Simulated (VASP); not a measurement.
# Ca16HF in VASP: a series of runs

The runs below take Ca16HF through single point, with PBE+D3(BJ).

Program: VASP 6.6.1. These are calculated values, not measurements. Logs are shortened: lines on timing, memory, paths and dates and some standing lists are left out, and cuts for length are marked.

**1. The cell of the first run**

The cell holds a slab with vacuum, 18 atoms: a = 11.160 Å, b = 7.891 Å, c = 16.918 Å, α = 90.00°, β = 90.00°, γ = 90.00°.

**2. Single point, PBE+D3(BJ)**

The input, INCAR:

```
SYSTEM = Ca16HF
ALGO = Normal ; EDIFF = 1E-6
ENCUT = 520 ; GGA = PE
ISIF = 2 ; ISMEAR = -1
IVDW = 12 ; LASPH = .True.
LCHARG = .False. ; LREAL = Auto
LWAVE = .False. ; NBANDS = 99
NELM = 80 ; PREC = Accurate
SIGMA = 0.05
```

The input, KPOINTS:

```
k-points
0
Gamma
  2 2 1
  0 0 0
```

The input, POSCAR:

```
Ca16HF
1.0
   11.1600000000      0.0000000000      0.0000000000
    0.0000000000      7.8913120000      0.0000000000
    0.0000000000      0.0000000000     16.9184840000
Ca F H
16 1 1
Direct
    0.2500000000      0.2500000000      0.0591070000
    0.7500000000      0.2500000000      0.0591070000
    0.2500000000      0.7500000000      0.0591070000
    0.7500000000      0.7500000000      0.0591070000
   -0.0033277422      0.0000087153      0.1705345854
    0.5007730428     -0.0002344129      0.1710758192
   -0.0041521834      0.5006908147      0.1726185431
    0.5017225965      0.4994139610      0.1705713191
    0.2473099710      0.2501416195      0.2765196586
    0.7467036278      0.2471613848      0.2851308757
    0.2487954026      0.7473343446      0.2763822030
    0.7472107103      0.7473535591      0.2848955273
    0.0123515004     -0.0062795254      0.3906992111
    0.4789152876     -0.0072193120      0.3933152422
    0.0107898085      0.4958291869      0.3974063292
    0.4800835542      0.5008300567      0.3933098054
    0.1317041724      0.6338467353      0.4917522733
    0.2045452878      0.6498345982      0.4561160645
```

Potentials or basis: VASP PAW PBE potentials, release 64 (Ca_sv, F, H).

The run is started by

```
$ cat potpaw_PBE.64/Ca_sv/POTCAR potpaw_PBE.64/F/POTCAR potpaw_PBE.64/H/POTCAR > POTCAR
$ mpirun -np 1 vasp_std > vasp.out
```

OUTCAR:

```text
SYSTEM = Ca16HF
   EDIFF = 1E-6
   ENCUT = 520
   GGA = PE
   ISIF = 2
   ISMEAR = -1
   IVDW = 12
   LASPH = .True.
   LREAL = Auto
   NELM = 80
   PREC = Accurate
 IVDW          = 12

 ion  position               nearest neighbor table
   1  0.250  0.250  0.059-
   2  0.750  0.250  0.059-
   3  0.250  0.750  0.059-
   4  0.750  0.750  0.059-
   5  0.997  0.000  0.171-
   6  0.501  1.000  0.171-
   7  0.996  0.501  0.173-
   8  0.502  0.499  0.171-
   9  0.247  0.250  0.277-
  10  0.747  0.247  0.285-
  11  0.249  0.747  0.276-
  12  0.747  0.747  0.285-
  13  0.012  0.994  0.391-
  14  0.479  0.993  0.393-
  15  0.011  0.496  0.397-  17 2.36
  16  0.480  0.501  0.393-
  17  0.132  0.634  0.492-  18 1.02  15 2.36
  18  0.205  0.650  0.456-  17 1.02

  LATTYP: Found a simple orthorhombic cell.
 ALAT       =     7.8913120000
 B/A-ratio  =     1.4142135047
 C/A-ratio  =     2.1439380422

  Lattice vectors:

 A1 = (   0.0000000000,  -7.8913120000,   0.0000000000)
 A2 = (  11.1600000000,   0.0000000000,   0.0000000000)
 A3 = (   0.0000000000,   0.0000000000,  16.9184840000)

Analysis of symmetry for initial positions (statically):
=====================================================================
 Subroutine PRICEL returns:
 Original cell was already a primitive cell.

 Routine SETGRP: Setting up the symmetry group for a
 simple orthorhombic supercell.

 Subroutine GETGRP returns: Found  1 space group operations
 (whereof  1 operations were pure point group operations)
 out of a pool of  8 trial point group operations.

The static configuration has the point symmetry C_1 .

Analysis of symmetry for dynamics (positions and initial velocities):
=====================================================================
 Subroutine PRICEL returns:
 Original cell was already a primitive cell.

 Routine SETGRP: Setting up the symmetry group for a
 simple orthorhombic supercell.

 Subroutine GETGRP returns: Found  1 space group operations
 (whereof  1 operations were pure point group operations)
 out of a pool of  8 trial point group operations.

The dynamic configuration has the point symmetry C_1 .

 Subroutine INISYM returns: Found  1 space group operations
 (whereof  1 operations are pure point group operations),
 and found     1 'primitive' translations

----------------------------------------------------------------------------------------

                                     Primitive cell

  volume of cell :    1489.9608

  direct lattice vectors                    reciprocal lattice vectors
    11.160000000  0.000000000  0.000000000     0.089605735  0.000000000  0.000000000
     0.000000000  7.891312000  0.000000000     0.000000000  0.126721640  0.000000000
     0.000000000  0.000000000 16.918484000     0.000000000  0.000000000  0.059106951

  length of vectors
    11.160000000  7.891312000 16.918484000     0.089605735  0.126721640  0.059106951

  position of ions in fractional coordinates (direct lattice)
     0.250000000  0.250000000  0.059107000
     0.750000000  0.250000000  0.059107000
     0.250000000  0.750000000  0.059107000
     0.750000000  0.750000000  0.059107000
     0.996672258  0.000008715  0.170534585
     0.500773043  0.999765587  0.171075819
[... 10 lines left out ...]
     0.131704172  0.633846735  0.491752273
     0.204545288  0.649834598  0.456116065

  ion indices of the primitive-cell ions
   primitive index   ion index
                 1           1
                 2           2
                 3           3
                 4           4
                 5           5
                 6           6
[... 10 lines left out ...]
                17          17
                18          18

----------------------------------------------------------------------------------------

 KPOINTS: k-points

Automatic generation of k-mesh.
 Grid dimensions read from file:
 generate k-points for:    2    2    1

 Generating k-lattice:

  Cartesian coordinates                     Fractional coordinates (reciprocal lattice)
     0.044802867  0.000000000  0.000000000     0.500000000  0.000000000  0.000000000
     0.000000000  0.063360820  0.000000000     0.000000000  0.500000000  0.000000000
     0.000000000  0.000000000  0.059106951     0.000000000  0.000000000  1.000000000

  Length of vectors
     0.044802867  0.063360820  0.059106951

  Shift w.r.t. Gamma in fractional coordinates (k-lattice)
     0.000000000  0.000000000  0.000000000

 Subroutine IBZKPT returns following result:
 ===========================================

 Found      4 irreducible k-points:

 Following reciprocal coordinates:
            Coordinates               Weight
  0.000000  0.000000  0.000000      1.000000
  0.500000  0.000000  0.000000      1.000000
  0.000000  0.500000  0.000000      1.000000
  0.500000  0.500000  0.000000      1.000000
   k-points           NKPTS =      4   k-points in BZ     NKDIM =      4   number of bands    NBANDS=     99
   number of dos      NEDOS =    301   number of ions     NIONS =     18
   total plane-waves  NPLWV = 635040
   dimension x,y,z NGX =    84 NGY =   60 NGZ =  126
   dimension x,y,z NGXF=   168 NGYF=  120 NGZF=  252
   ions per type =              16   1   1
   NGX,Y,Z   is equivalent  to a cutoff of  12.51, 12.64, 12.38 a.u.
   NGXF,Y,Z  is equivalent  to a cutoff of  25.03, 25.28, 24.76 a.u.
 SYSTEM =  Ca16HF
   PREC   = accura    normal or accurate (medium, high low for compatibility)
   ISTART =      0    job   : 0-new  1-cont  2-samecut
   ICHARG =      2    charge: 1-file 2-atom 10-const
   ISPIN  =      1    spin polarized calculation?
   LNONCOLLINEAR =      F non collinear calculations
   LSORBIT =      F    spin-orbit coupling
   LASPH  =      T    aspherical Exc in radial PAW
   ENCUT  =  520.0 eV  38.22 Ry    6.18 a.u.  20.75 14.67 31.46*2*pi/ulx,y,z
   NELM   =     80;   NELMIN=  2; NELMDL= -5     # of ELM steps
   EDIFF  = 0.1E-05   stopping-criterion for ELM
   LREAL  =      T    real-space projection
   EDIFFG = 0.1E-04   stopping-criterion for IOM
   NSW    =      0    number of steps for IOM
   IBRION =     -1    ionic relax: 0-MD 1-quasi-New 2-CG
   NFREE  =      0    steps in history (QN), initial steepest desc. (CG)
   ISIF   =      2    stress and relaxation
   ISYM   =      2    0-nonsym 1-usesym 2-fastsym
   POTIM  = 0.5000    time-step for ionic-motion
   TEBEG  =    0.0;   TEEND  =   0.0 temperature during run
   PSTRESS=    0.0 pullay stress
   NELECT =     168.0000    total number of electrons
   NUPDOWN=      -1.0000    fix difference up-down
   EMIN   =  10.00;   EMAX   =-10.00  energy-range for DOS
   EFERMI =   0.00;   METHOD = LEGACY
   ISMEAR =    -1;   SIGMA  =   0.05  broadening in eV -4-tet -1-fermi 0-gaus
   EFERMI_NEDOS =   21; number of points for ismear=-14 and -15
   IALGO  =     38    algorithm
   IMIX   =      4    mixing-type and parameters
     AMIX     =   0.40;   BMIX     =  1.00
     AMIX_MAG =   1.60;   BMIX_MAG =  1.00
  volume/ion in A,a.u.               =      82.78       558.60
  Fermi-wavevector in a.u.,A,eV,Ry     =   0.790896  1.494578  8.510679  0.625517
  Thomas-Fermi vector in A             =   1.896329
   LORBIT       =      0    0 simple, 1 ext, 2 COOP (PROOUT), +10 PAW based schemes
   GGA     = PE    functional components
   LHFCALC =     F    Hartree Fock is set to
   AEXX    =    0.0000 exact exchange contribution
   IVDW    =    12    specifies the selected vdW correction
   LEPSILON=     F    determine dielectric tensor
   LRPA    =     F    only Hartree local field effects (RPA)
 non-spin polarized calculation
  energy-cutoff  :      520.00
  volume of cell :     1489.96
 maximum number of plane-waves:     40159
 NGX is ok and might be reduce to    84
   NGX = 41   NGY = 29   NGZ = 63

 number of electron     167.9999979 magnetization

 Free energy of the ion-electron system (eV)
  ---------------------------------------------------
  ext. energy  EPLUGINS =         0.00000000
  ---------------------------------------------------
  free energy    TOTEN  =       -33.94243436 eV

  energy without entropy =      -33.82310168  energy(sigma->0) =      -33.88276802

 E-fermi :  -0.4604     XC(G=0):  -4.6043

 val. band max:       -0.5240020047   @ k =   0.5000   0.0000   0.0000
 cond. band min:      -0.4551161320   @ k =   0.0000   0.0000   0.0000
 fundamental gap:      0.0688858727
 Fermi energy:        -0.4603601745

 k-point     1 :       0.0000    0.0000    0.0000
  band No.  band energies     occupation
      1     -43.2577      2.00000
      2     -43.2438      2.00000
      3     -43.2432      2.00000
      4     -43.2339      2.00000
      5     -43.2288      2.00000
      6     -43.2253      2.00000
[... 88 lines left out ...]
     95       0.1311      0.00001
     96       0.1856      0.00000

 k-point     2 :       0.5000    0.0000    0.0000
  band No.  band energies     occupation
      1     -43.2577      2.00000
      2     -43.2438      2.00000
      3     -43.2432      2.00000
      4     -43.2339      2.00000
      5     -43.2288      2.00000
      6     -43.2253      2.00000
[... 88 lines left out ...]
     95       0.1185      0.00002
     96       0.1605      0.00001

 k-point     3 :       0.0000    0.5000    0.0000
  band No.  band energies     occupation
      1     -43.2576      2.00000
      2     -43.2436      2.00000
      3     -43.2428      2.00000
      4     -43.2344      2.00000
      5     -43.2288      2.00000
      6     -43.2255      2.00000
[... 88 lines left out ...]
     95       0.2908      0.00000
     96       0.2988      0.00000

 k-point     4 :       0.5000    0.5000    0.0000
  band No.  band energies     occupation
      1     -43.2576      2.00000
      2     -43.2436      2.00000
      3     -43.2428      2.00000
      4     -43.2344      2.00000
      5     -43.2288      2.00000
      6     -43.2255      2.00000
[... 88 lines left out ...]
     95       0.1789      0.00001
     96       0.2094      0.00000
 [bands above 96 left out]

------------------------ aborting loop because EDIFF is reached ----------------------------------------

 Edisp (eV)   -2.54424

 E8    (eV) :    -1.3186

  FORCE on cell =-STRESS in cart. coord.  units (eV):
  Direction    XX          YY          ZZ          XY          YZ          ZX
  --------------------------------------------------------------------------------------
  -------------------------------------------------------------------------------------
  Total      -9.18934    -3.04912    -0.45256     0.08027    -0.10180     0.23991
  in kB      -9.88144    -3.27876    -0.48665     0.08632    -0.10947     0.25798
  external pressure =       -4.55 kB  Pullay stress =        0.00 kB

 VOLUME and BASIS-vectors are now :
 -----------------------------------------------------------------------------
  energy-cutoff  :      520.00
  volume of cell :     1489.96
      direct lattice vectors                 reciprocal lattice vectors
    11.160000000  0.000000000  0.000000000     0.089605735  0.000000000  0.000000000
     0.000000000  7.891312000  0.000000000     0.000000000  0.126721640  0.000000000
     0.000000000  0.000000000 16.918484000     0.000000000  0.000000000  0.059106951

 POSITION                                       TOTAL-FORCE (eV/Angst)
 -----------------------------------------------------------------------------------
      2.79000      1.97283      1.00000        -0.021024      0.008259     -0.012053
      8.37000      1.97283      1.00000        -0.004709     -0.000307      0.029263
      2.79000      5.91848      1.00000        -0.015395     -0.003655     -0.022711
      8.37000      5.91848      1.00000        -0.007867      0.006597      0.007634
     11.12286      0.00007      2.88519        -0.003881     -0.002013      0.004698
      5.58863      7.88946      2.89434         0.004122     -0.000740     -0.000058
[... 10 lines left out ...]
      1.46982      5.00188      8.31970        -0.079498     -0.032552      0.043807
      2.28273      5.12805      7.71679         0.122078      0.014432     -0.058377
 -----------------------------------------------------------------------------------
    total drift:                                0.002019     -0.002763      0.001688

  FREE ENERGIE OF THE ION-ELECTRON SYSTEM (eV)
  ---------------------------------------------------
  free  energy   TOTEN  =       -36.4866719847 eV

  energy  without entropy=      -36.3673393012  energy(sigma->0) =      -36.42700564
```

It took 13 min on 1 thread of Intel Xeon 6975P-C (Granite Rapids), shared host; peak memory 1.3 GiB.

What came out:

| Quantity | Value |
| --- | --- |
| Free energy | -36.4867 eV |
| Largest force | 0.136 eV/Å |
| Band gap on the k mesh | zero (bands 84 and 85 overlap by 0.16 eV) |
| Dispersion energy per atom | -0.141 eV |

Forces in eV/Å, atoms in the order of the input:
```
Ca  -0.021  0.008 -0.012
Ca  -0.005  0.000  0.029
Ca  -0.015 -0.004 -0.023
Ca  -0.008  0.007  0.008
Ca  -0.004 -0.002  0.005
Ca   0.004 -0.001  0.000
Ca  -0.001  0.000  0.013
Ca   0.004  0.001  0.000
Ca  -0.007  0.009  0.005
Ca   0.007  0.004  0.011
Ca   0.006 -0.001 -0.035
Ca   0.009 -0.001  0.012
Ca   0.001  0.016  0.004
Ca  -0.007  0.003  0.004
Ca   0.003 -0.015 -0.009
Ca  -0.008 -0.005  0.001
F   -0.079 -0.033  0.044
H    0.122  0.014 -0.058
```

Caveat: the k points lie up to 0.40 Å⁻¹ apart.

**3. Single point, PBE+D3(BJ)**

The input, INCAR:

```
SYSTEM = Ca16HF
PREC = Accurate
ENCUT = 520
EDIFF = 1E-6
ISMEAR = -1
SIGMA = 0.05
LREAL = Auto
LASPH = .True.
NELM = 100
ALGO = Normal
ISIF = 2
LWAVE = .False.
LCHARG = .False.
GGA = PE
IVDW = 12
NBANDS = 99
```

The input, KPOINTS:

```
Automatic mesh
0
Gamma
  2 2 1
  0 0 0
```

The input, POSCAR:

```
Ca16HF
1.0
   11.1600000000      0.0000000000      0.0000000000
    0.0000000000      7.8913120000      0.0000000000
    0.0000000000      0.0000000000     16.9184840000
Ca F H
16 1 1
Direct
    0.2500000000      0.2499964518      0.0591069507
    0.7500000000      0.2499964518      0.0591069507
    0.2500000000      0.7500020275      0.0591069507
    0.7500000000      0.7500020275      0.0591069507
    0.0305913978      0.0002154268      0.1673790630
    0.4994982079     -0.0197305594      0.1500902800
    0.0221684588      0.4550193935      0.1722790293
    0.5210573477      0.5546352748      0.1356918268
    0.3462544803      0.2273006060      0.2923252462
    0.7050896057      0.2914851168      0.2576412875
    0.2800000000      0.7566549137      0.2912967852
    0.7635931900      0.7615083525      0.2478768192
    0.0404121864      0.0180578337      0.3742652119
    0.5737634409      0.0665035168      0.4121291246
   -0.0318279570      0.5257427409      0.4013243740
    0.5557347670      0.5498958855      0.4241219249
    0.1387544803      0.5593493199      0.4374919171
    0.3639695341      0.4831009089      0.3010671642
```

Potentials or basis: VASP PAW PBE potentials, release 64 (Ca_sv, F, H).

The run is started by

```
$ cat potpaw_PBE.64/Ca_sv/POTCAR potpaw_PBE.64/F/POTCAR potpaw_PBE.64/H/POTCAR > POTCAR
$ mpirun -np 1 vasp_std > vasp.out
```

It took 14 min on 1 thread of Intel Xeon 6975P-C (Granite Rapids), shared host; peak memory 1.3 GiB.

The run converged. Its results:

```
Free energy                : -36.2068 eV
Largest force              : 1.597 eV/Å
Band gap on the k mesh     : zero (bands 84 and 85 overlap by 0.18 eV)
Dispersion energy per atom : -0.140 eV
```

Forces on the atoms (eV/Å):
```
Ca   0.333 -0.017 -0.133
Ca   0.230 -0.086 -0.314
Ca  -0.199 -0.044 -0.206
Ca   0.820  0.161 -1.095
Ca  -0.169 -0.253 -0.021
Ca   0.111  0.604  0.084
Ca  -0.253  0.561  0.297
Ca  -0.977 -1.123  0.579
Ca  -0.617  0.251 -0.281
Ca   0.612 -0.105  0.262
Ca   0.200 -0.871  0.069
Ca   0.052  0.295  1.088
Ca  -0.462  0.238  0.156
Ca   0.234 -0.676  0.196
Ca  -0.219 -0.112 -0.187
Ca  -0.157  0.045 -0.637
F    0.253  0.213 -0.120
H    0.207  0.919  0.263
```

Levels at points of the mesh, in eV from the Fermi level:
| k point | band 81 | band 82 | band 83 | band 84 | band 85 | band 86 | band 87 | band 88 |
| --- | --- | --- | --- | --- | --- | --- | --- | --- |
| (0.00, 0.00, 0.00) | -0.33 | -0.27 | -0.17 | -0.06 | 0.03 | 0.16 | 0.22 | 0.26 |
| (0.50, 0.00, 0.00) | -0.46 | -0.24 | -0.12 | -0.05 | 0.00 | 0.19 | 0.24 | 0.28 |
| (0.00, 0.50, 0.00) | -0.41 | -0.32 | -0.16 | 0.13 | 0.15 | 0.29 | 0.35 | 0.43 |
| (0.50, 0.50, 0.00) | -0.37 | -0.33 | -0.16 | -0.09 | -0.05 | 0.20 | 0.29 | 0.39 |

Caveat: the k points lie up to 0.40 Å⁻¹ apart; the atoms stand as in a frame of molecular dynamics.
